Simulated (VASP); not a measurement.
Ge, 6 atoms in the cell. The structure is trigonal, space group P3_121 (No. 152). The conventional cell has a = 3.059 Å, b = 3.059 Å, c = 15.147 Å, α = 90.00°, β = 90.00°, γ = 120.00°. Ge (site symmetry 1) has 12 Ge at 3.02 to 3.12 Å within 4.0 Å. 

- Program: VASP 6.6.1
- Task: single point
- Functional: PBE
- Potentials or basis: VASP PAW PBE potentials, release 64 (Ge_d)
- Cutoff: 520 eV
- k mesh: 6 × 6 × 1
- Occupations: gaussian, width 0.1 eV
- Spin: no spin polarisation
- Dipole correction: no
- Further INCAR settings: ALGO = Normal; EDIFF = 1e-06; NBANDS = 51

Potentials or basis: VASP PAW PBE potentials, release 64 (Ge_d).

Run with:

```sh
$ cat potpaw_PBE.64/Ge_d/POTCAR > POTCAR
$ mpirun -np 1 vasp_std > vasp.out
```

Hardware: 1 thread of Intel Xeon 8259CL, with other jobs on the host.

Q: Estimate the wall time of this run.

A: Wall time 85 s on 1 thread of Intel Xeon 8259CL, on a shared host, peak memory 0.24 GiB. Counts: scf iterations 11, k points 7.
